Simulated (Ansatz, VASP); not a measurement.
Two plane-wave programs on Ba

```
CELL_PARAMETERS angstrom
-2.50000 2.50000 2.46250
2.50000 -2.50000 2.46250
2.50000 2.50000 -2.46250
ATOMIC_POSITIONS crystal
Ba 0.00000 0.00000 0.00000
```

Change from the starting cell: strain +0.000 along x and y, -0.015 along z, atoms carried along.

Alike in both runs: task single point; functional PBE; k mesh 14 × 14 × 14; occupations gaussian, width 0.15 eV; no spin polarisation.

|  | VASP | Ansatz |
| --- | --- | --- |
| version | VASP 6.6.1 | Ansatz 0.2.0 |
| potentials or method | VASP PAW PBE potentials, release 64 (Ba_sv), cutoff 520 eV | scalar-relativistic, plane waves, PAW |
| valence electrons in the cell | 10 | 10 |

```tsv
	VASP	Ansatz	Ansatz less VASP
gap on the k mesh at the Fermi level (eV)	none	none	-
pressure (GPa)	0.3	0.3	-0.06
traceless stress, the component that is largest in VASP (GPa)	0.05	0.05	-0.001
```

A gap of «none» marks a metal or a gap that the smearing closes.

Neither program's run includes spin-orbit coupling.
